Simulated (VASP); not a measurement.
Here is a VASP 6.6.1 calculation.

INCAR

```
ALGO = Normal ; EDIFF = 1E-8
ENCUT = 520 ; GGA = PE
IBRION = 8 ; ISIF = 2
ISMEAR = -1 ; LASPH = T
LCHARG = F ; LREAL = F
LWAVE = F ; NELM = 80
NSW = 1 ; PREC = Accurate
SIGMA = 0.15
```

Contents of KPOINTS:

```
k-points
0
Gamma
  12 12 12
```

File POSCAR:

```
GaSb
1.0
    0.0000000000      3.1330466061      3.1330466061
    3.1330466061      0.0000000000      3.1330466061
    3.1330466061      3.1330466061      0.0000000000
Ga Sb
1 1
Direct
    0.0000000000      0.0000000000      0.0000000000
    0.7500000000      0.7500000000      0.7500000000
```

Potentials or basis: VASP PAW PBE potentials, release 64 (Ga_d, Sb).

Run with:

```sh
$ cat potpaw_PBE.64/Ga_d/POTCAR potpaw_PBE.64/Sb/POTCAR > POTCAR
$ mpirun -np 1 vasp_std > vasp.out
```

Question: What does it give for the highest phonon frequency at Γ, LO-TO splitting left out?

Answer: 202 cm⁻¹.

Phonon frequencies in cm⁻¹ (negative: imaginary):
```
              q point        frequencies
(0.000, 0.000, 0.000)  0 0 0 202 202 202
```
